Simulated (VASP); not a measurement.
Wanted: the native input for a VASP 6.6.1 run.

```
Task                               : single point
Functional                         : PBE-based screened hybrid with 10 % exact exchange
Potentials or basis                : VASP PAW PBE potentials, release 64 (C, Ca_sv)
Cutoff                             : 520 eV
k mesh                             : 4 × 4 × 4
Occupations                        : gaussian, width 0.01 eV
Spin                               : no spin polarisation
Dipole correction                  : no
Grid for exact exchange (PRECFOCK) : Normal
Share of exact exchange            : 0.1
Further INCAR settings             : ALGO = Normal; EDIFF = 1e-06; NBANDS = 19
Screening parameter                : 0.1 1/Å
```

The system is Ca2C.

```
C Ca
1.0
     0.00000    3.12858    3.12858
     3.12858    0.00000    3.12858
     3.12858    3.12858    0.00000
C Ca
1 2
Cartesian
  0.0000 0.0000 0.0000
  1.5643 1.5643 1.5643
  4.6929 4.6929 4.6929
```

One way to write it, as run:

POSCAR

```
Ca2C
1.0
    0.0000000000      3.1285803947      3.1285803947
    3.1285803947      0.0000000000      3.1285803947
    3.1285803947      3.1285803947      0.0000000000
C Ca
1 2
Direct
    0.0000000000      0.0000000000      0.0000000000
    0.2500000000      0.2500000000      0.2500000000
    0.7500000000      0.7500000000      0.7500000000
```

INCAR.step1

```
SYSTEM = Ca2C
  PREC = Accurate
  ENCUT = 520
  EDIFF = 1E-5
  ISMEAR = 0
  SIGMA = 0.01
  LREAL = .FALSE.
  LASPH = .TRUE.
  NELM = 120
  ALGO = Normal
  ISIF = 2
  LWAVE = .TRUE.
  LCHARG = .FALSE.
  GGA = PE
  NBANDS = 19
  GGA_COMPAT = .FALSE.
```

INCAR.step2

```
SYSTEM = Ca2C
  PREC = Accurate
  ENCUT = 520
  EDIFF = 1E-6
  ISMEAR = 0
  SIGMA = 0.01
  LREAL = .FALSE.
  LASPH = .TRUE.
  NELM = 120
  ALGO = Normal
  ISIF = 2
  LWAVE = .FALSE.
  LCHARG = .FALSE.
  GGA = PE
  LHFCALC = .TRUE.
  AEXX = 0.1
  HFSCREEN = 0.1
  PRECFOCK = Normal
  ISTART = 1
  NBANDS = 19
  GGA_COMPAT = .FALSE.
```

KPOINTS

```
regular mesh
0
G
  4 4 4
  0 0 0
```

Potentials or basis: VASP PAW PBE potentials, release 64 (C, Ca_sv).

Command:

```bash
$ cat potpaw_PBE.64/C/POTCAR potpaw_PBE.64/Ca_sv/POTCAR > POTCAR
$ cp INCAR.step1 INCAR
$ mpirun -np 1 vasp_std > vasp.out
$ cp INCAR.step2 INCAR
$ mpirun -np 1 vasp_std > vasp.out
```

Results of the run:

```yaml
Pressure: 0.7 GPa
Band_gap_on_the_k_mesh: 0.55 eV
```

Caveat: the k points lie up to 0.43 Å⁻¹ apart; the structure was generated, so it needn't be the stable form of Ca2C; the PAW data sets were made with another functional, which shifts forces and pressure a little.

Run time: 23 min on 1 thread of AMD EPYC 7R43 64-Core Processor (Zen 3), with other jobs on the host, peak memory 0.29 GiB.
